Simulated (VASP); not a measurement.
Set up this calculation in VASP 6.6.1, as the native input.

```
Task                   : single point
Functional             : PBE
Potentials or basis    : VASP PAW PBE potentials, release 64 (Al, N)
Cutoff                 : 600 eV
k mesh                 : 6 × 6 × 6
Occupations            : gaussian, width 0.01 eV
Spin                   : no spin polarisation
Dipole correction      : no
Further INCAR settings : ALGO = Normal; EDIFF = 1e-06; NBANDS = 11
```

The structure of AlN lies in POSCAR:

```
AlN
1.0
   -0.0268500000      2.1843700000      2.2115600000
    2.1890800000     -0.0060500000      2.1907600000
    2.1913000000      2.1657800000     -0.0082700000
Al N
1 1
Direct
    0.9821100000      0.0105100000      0.0231300000
    0.7724500000      0.7357500000      0.7601700000
```

The input as run:

INCAR

```
PREC = Accurate
ENCUT = 600
EDIFF = 1E-6
ISMEAR = 0
SIGMA = 0.01
LREAL = False
LASPH = True
NELM = 120
ALGO = Normal
ISIF = 2
LWAVE = False
LCHARG = False
GGA = PE
NBANDS = 11
GGA_COMPAT = False
```

KPOINTS

```
Automatic mesh
0
Gamma
  6 6 6
```

Potentials or basis: VASP PAW PBE potentials, release 64 (Al, N).

Run with:

```console
$ cat potpaw_PBE.64/Al/POTCAR potpaw_PBE.64/N/POTCAR > POTCAR
$ mpirun -np 1 vasp_std > vasp.out
```

Results of the run:

```yaml
Pressure: 3.1 GPa
Largest_force: 1.334 eV/Å
Band_gap_on_the_k_mesh: 3.02 eV, indirect (least direct gap 3.77 eV)
```

Caveat: forces of over 1 eV/Å act on the atoms, so gaps and moduli don't describe the material at rest.

It took 34 s on 1 thread of Intel Xeon 8259CL (shared host), peak memory 0.17 GiB.
